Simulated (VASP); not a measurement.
Set up this calculation in VASP 6.6.1, as the native input.

* Task: single point
* Functional: LDA
* Potentials or basis: VASP PAW LDA potentials, release 64 (Ni, O)
* Cutoff: 520 eV
* k mesh: 11 × 11 × 11
* Occupations: fermi-dirac, width 0.05 eV
* Spin: collinear spin, ferromagnetic start
* Starting moments: [1.0, 0.0] μB
* Hubbard terms: Ni d U = 4.0 eV
* Dipole correction: no
* Further INCAR settings: ALGO = Normal; EDIFF = 1e-06; NBANDS = 19

The structure of NiO lies in POSCAR:

```
NiO
1.0
    0.0000000000      2.0653075555      2.0653075555
    2.0653075555      0.0000000000      2.0653075555
    2.0653075555      2.0653075555      0.0000000000
Ni O
1 1
Direct
    0.0000000000      0.0000000000      0.0000000000
    0.5000000000      0.5000000000      0.5000000000
```

These files were run (other wordings do the same):

INCAR

```
ALGO = Normal
EDIFF = 1E-6
ENCUT = 520
ISIF = 2
ISMEAR = -1
ISPIN = 2
LASPH = True
LCHARG = False
LDAU = True
LDAUJ = 0 0
LDAUL = 2 -1
LDAUPRINT = 1
LDAUTYPE = 2
LDAUU = 4 0
LMAXMIX = 4
LORBIT = 11
LREAL = False
LWAVE = False
MAGMOM = 1 0
NBANDS = 19
NELM = 150
PREC = Accurate
SIGMA = 0.05
```

KPOINTS

```
k-points
0
Gamma
  11 11 11
```

Potentials or basis: VASP PAW LDA potentials, release 64 (Ni, O).

Launch:

```sh
$ cat potpaw_LDA.64/Ni/POTCAR potpaw_LDA.64/O/POTCAR > POTCAR
$ mpirun -np 1 vasp_std > vasp.out
```

Results of the run:

```
Pressure                                              : -7.7 GPa
Band gap on the k mesh                                : 0.60 eV (least direct gap 1.50 eV)
Net moment                                            : 2.00 μB per cell
Site moments                                          : Ni +1.70; O +0.27 μB
Valence electrons inside the program's atomic spheres : Ni 9.09; O 4.99
```

Caveat: the cell stands under tension; an odd mesh through Γ misses points on the zone boundary, where band edges can lie; a cell with one magnetic atom can't hold antiferromagnetic order, which such compounds often take.

Run time: 13 s on 1 thread of Intel(R) Xeon(R) 6975P-C (Granite Rapids), on a shared host, peak memory 0.15 GiB.
